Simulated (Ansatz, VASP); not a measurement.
# Two plane-wave programs on AgBr

Contents of POSCAR:

```
AgBr
1.0
    4.0921162106      0.0000000000      0.0414619171
    0.0000000000      4.0919047452      0.0000000000
   -0.0576709922      0.0000000000      5.7835259946
Ag Br
2 2
Direct
    0.7499714259      0.7500000000      0.7499778862
    0.2500285741      0.2500000000      0.2500221138
    0.2499845032      0.2500000000      0.7500035515
    0.7500154968      0.7500000000      0.2499964485
```

The input INCAR.step1:

```
ALGO = Normal ; EDIFF = 1E-5
ENCUT = 550 ; GGA = PE
GGA_COMPAT = F ; ISMEAR = 0
LASPH = T ; LCHARG = F
LREAL = F ; LWAVE = T
NBANDS = 26 ; NELM = 120
PREC = Accurate ; SIGMA = 0.01
```

File INCAR.step2:

```
ALGO = Normal ; EDIFF = 1E-6
ENCUT = 550 ; GGA_COMPAT = F
ISIF = 2 ; ISMEAR = 0
ISTART = 1 ; LASPH = T
LCHARG = F ; LMIXTAU = T
LREAL = F ; LWAVE = F
METAGGA = R2SCAN ; NBANDS = 26
NELM = 120 ; PREC = Accurate
SIGMA = 0.01
```

File KPOINTS:

```
k-points
0
Gamma
  6 6 4
```

Input for Ansatz:

```yaml
crystal:
  lattice:
    - [4.0921162106, 0.0, 0.0414619171]
    - [0.0, 4.0919047452, 0.0]
    - [-0.0576709922, 0.0, 5.7835259946]
  atoms:
    - { symbol: Ag, position: [0.7499714259, 0.75, 0.7499778862] }
    - { symbol: Ag, position: [0.2500285741, 0.25, 0.2500221138] }
    - { symbol: Br, position: [0.2499845032, 0.25, 0.7500035515] }
    - { symbol: Br, position: [0.7500154968, 0.75, 0.2499964485] }
kpoints:
  mp_grid: { grid: [6, 6, 4] }
hamiltonian:
  xc: r2scan
scf:
  occupations: { method: fixed }
  n_extra_bands: 5
output:
  forces: true
  stress: true
  eigenvalues: true
```

Alike in both runs: task single point; functional r2SCAN; k mesh 6 × 6 × 4; no spin polarisation.

```csv
,VASP,Ansatz
version,VASP 6.6.1,Ansatz 0.2.0
potentials or method,"VASP PAW PBE potentials, release 64 (Ag, Br)","plane waves, PAW"
plane-wave cutoff (eV),550,500
occupations,"gaussian, width 0.01 eV",fixed
valence electrons in the cell,36,52
```

|  | VASP | Ansatz | Ansatz less VASP |
| --- | --- | --- | --- |
| gap on the k mesh at the Fermi level (eV) | 1.24 | 1.29 | +0.047 |
| pressure (GPa) | -0.1 | 0.0 | +0.05 |

VASP's potentials were made for PBE, not for r2SCAN. VASP's potentials hold 36 valence electrons a cell and Ansatz's 52, so a difference there can come from the potentials and not from the codes.
